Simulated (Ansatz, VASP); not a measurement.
# Sn: VASP beside Ansatz

INCAR

```
SYSTEM = Sn
ALGO = Fast ; EDIFF = 1E-6
ENCUT = 520 ; GGA = PE
ISIF = 2 ; ISMEAR = 0
IVDW = 12 ; LASPH = .True.
LCHARG = .False. ; LREAL = .False.
LWAVE = .False. ; NBANDS = 13
NELM = 100 ; PREC = Accurate
SIGMA = 0.15
```

The input KPOINTS:

```
k-points
0
Gamma
  20 20 20
  0 0 0
```

Contents of POSCAR:

```
Sn
1.0
   -2.0582488288      2.0582488288      1.6054340865
    2.0582488288     -2.0582488288      1.6054340865
    2.0582488288      2.0582488288     -1.6054340865
Sn
1
Direct
    0.0000000000      0.0000000000      0.0000000000
```

Input for Ansatz:

```yaml
crystal:
  lattice:
    - [-2.0582488288, 2.0582488288, 1.6054340865]
    - [2.0582488288, -2.0582488288, 1.6054340865]
    - [2.0582488288, 2.0582488288, -1.6054340865]
  atoms:
    - { symbol: Sn, position: [0.0, 0.0, 0.0] }
basis:
  ecutwfc: 420
kpoints:
  mp_grid: { grid: [20, 20, 20] }
hamiltonian:
  xc: pbe
  dispersion: d3bj
scf:
  occupations: { method: gaussian, width: 0.15 }
output:
  forces: true
  stress: true
  eigenvalues: true
```

Alike in both runs: task single point; functional PBE; dispersion D3(BJ); k mesh 20 × 20 × 20; occupations gaussian, width 0.15 eV; no spin polarisation.

```csv
,VASP,Ansatz
version,VASP 6.6.1,Ansatz 0.2.0
potentials or method,"VASP PAW PBE potentials, release 64 (Sn_d), cutoff 520 eV","scalar-relativistic, plane waves, PAW"
valence electrons in the cell,14,14
```

Ansatz gave:

- gap on the k mesh at the Fermi level (eV): none
- pressure (GPa): -0.5
- traceless stress, the component that is largest in VASP (GPa): 2.05

Q: What did VASP give for the same quantities?

A: gap on the k mesh at the Fermi level (eV): none; pressure (GPa): -0.5; traceless stress, the component that is largest in VASP (GPa): 2.06.

A gap of «none» marks a metal or a gap that the smearing closes.
